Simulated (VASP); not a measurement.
Here is a VASP 6.6.1 calculation.

File INCAR:

```
PREC = Accurate
ENCUT = 520
EDIFF = 1E-6
ISMEAR = -1
SIGMA = 0.05
LREAL = False
LASPH = True
NELM = 80
ALGO = Normal
ISIF = 2
LWAVE = False
LCHARG = True
GGA = PE
LELF = True
LVHAR = True
NBANDS = 16
```

KPOINTS

```
Automatic mesh
0
Gamma
  8 8 8
```

POSCAR

```
CdSe
1.0
    3.5568600000      0.0000000000      0.0000000000
    0.0000000000      3.5568600000      0.0000000000
    0.0000000000      0.0000000000      3.5568600000
Cd Se
1 1
Direct
    0.5000000000      0.5000000000      0.5000000000
    0.0000000000      0.0000000000      0.0000000000
```

Potentials or basis: VASP PAW PBE potentials, release 64 (Cd, Se).

Run with:

```console
$ cat potpaw_PBE.64/Cd/POTCAR potpaw_PBE.64/Se/POTCAR > POTCAR
$ mpirun -np 1 vasp_std > vasp.out
```

Estimate the pressure.

0.3 GPa.

Estimate the band gap on the k mesh.

zero (band 9 reaches 3.39 eV, above the bottom of band 10 at 2.11 eV).
